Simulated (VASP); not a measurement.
A run of VASP 6.6.1:

POSCAR

```
Cu
1.0
    0.0000000000      1.7714209866      1.7714209866
    1.7714209866      0.0000000000      1.7714209866
    1.7714209866      1.7714209866      0.0000000000
Cu
1
Direct
    0.0000000000      0.0000000000      0.0000000000
```

INCAR.step1

```
ALGO     = Normal         # electronic algorithm
EDIFF    = 1E-5           # SCF threshold, eV
ENCUT    = 660            # plane-wave cutoff, eV
GGA      = PE             # functional
GGA_COMPAT= F            
ISMEAR   = -1             # smearing method
LASPH    = T              # aspherical terms in the spheres
LCHARG   = F              # write CHGCAR
LREAL    = F              # projectors in reciprocal space
LWAVE    = T              # write WAVECAR
NBANDS   = 12             # bands
NELM     = 120            # most SCF steps
PREC     = Accurate       # precision mode
SIGMA    = 0.1            # smearing width, eV
```

File INCAR.step2:

```
ALGO     = Normal         # electronic algorithm
EDIFF    = 1E-6           # SCF threshold, eV
ENCUT    = 660            # plane-wave cutoff, eV
GGA_COMPAT= F            
ISIF     = 2              # what is computed and relaxed
ISMEAR   = -1             # smearing method
ISTART   = 1            
LASPH    = T              # aspherical terms in the spheres
LCHARG   = F              # write CHGCAR
LMIXTAU  = T            
LREAL    = F              # projectors in reciprocal space
LWAVE    = F              # write WAVECAR
METAGGA  = R2SCAN         # meta-GGA
NBANDS   = 12             # bands
NELM     = 120            # most SCF steps
PREC     = Accurate       # precision mode
SIGMA    = 0.1            # smearing width, eV
```

Contents of KPOINTS:

```
k-points
0
Gamma
  12 12 12
```

Potentials or basis: VASP PAW PBE potentials, release 64 (Cu).

Launch:

```console
$ cat potpaw_PBE.64/Cu/POTCAR > POTCAR
$ cp INCAR.step1 INCAR
$ mpirun -np 1 vasp_std > vasp.out
$ cp INCAR.step2 INCAR
$ mpirun -np 1 vasp_std > vasp.out
```

Hardware: 1 thread of Intel(R) Xeon(R) 6975P-C (Granite Rapids), with other jobs on the host.

Question: How long does it take, and how much memory?

Answer: Wall time 19 s on 1 thread of Intel(R) Xeon(R) 6975P-C (Granite Rapids) (shared host), peak memory 0.15 GiB. Counts: k points 72.
